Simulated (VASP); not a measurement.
Ge: single point with r2SCAN

Crystal: Ge.

```
CELL_PARAMETERS angstrom
3.93571 0.00000 0.00000
-1.96786 3.40843 0.00000
0.00000 0.00000 6.66214
ATOMIC_POSITIONS crystal
Ge 0.66667 0.33333 0.06298
Ge 0.33333 0.66667 0.56298
Ge 0.66667 0.33333 0.43702
Ge 0.33333 0.66667 0.93702
```

This cell differs from its parent crystal: biaxial strain in the a-b plane: -1.5 %.

```
Program             : VASP 6.6.1
Task                : single point
Functional          : r2SCAN
Potentials or basis : VASP PAW PBE potentials, release 64 (Ge_d)
Cutoff              : 520 eV
k mesh              : 12 × 12 × 6
Occupations         : gaussian, width 0.01 eV
Spin                : no spin polarisation
```

```json
{
 "Pressure": "1.7 GPa",
 "Largest force": "0.227 eV/Å",
 "Band gap on the k mesh": "0.31 eV"
}
```

Forces on the atoms (eV/Å):
```
Ge   0.000  0.000  0.227
Ge   0.000  0.000  0.227
Ge   0.000  0.000 -0.227
Ge   0.000  0.000 -0.227
```

Stress tensor (GPa, compression positive):
```
 3.26  0.00  0.00
 0.00  3.26  0.00
 0.00  0.00 -1.43
```

Levels at points of the mesh, in eV from the valence-band top:
```
           k point  band 24  band 25  band 26  band 27  band 28  band 29  band 30  band 31  band 32  band 33
(0.00, 0.00, 0.00)    -1.59    -1.59    -0.34     0.00     0.00     0.31     0.38     2.43     2.43     2.66
(0.50, 0.00, 0.00)    -7.26    -4.96    -3.34    -3.07    -1.74     0.72     1.80     3.65     3.94     4.20
(0.00, 0.00, 0.50)    -5.18    -0.96    -0.96    -0.96    -0.96     1.11     1.11     3.55     3.55     3.55
(0.50, 0.00, 0.50)    -8.38    -2.91    -2.91    -2.68    -2.68     0.60     0.60     2.19     2.19     6.40
```

Wall time 21 min on 1 thread of Intel Xeon 8259CL (shared host), peak memory 0.32 GiB.

Caveat: the cell differs from its parent crystal (biaxial strain in the a-b plane: -1.5 %); semilocal functionals underestimate gaps, and a narrow one can read as zero; the PAW data sets were made with another functional, which shifts forces and pressure a little. A k mesh can miss the band edges.
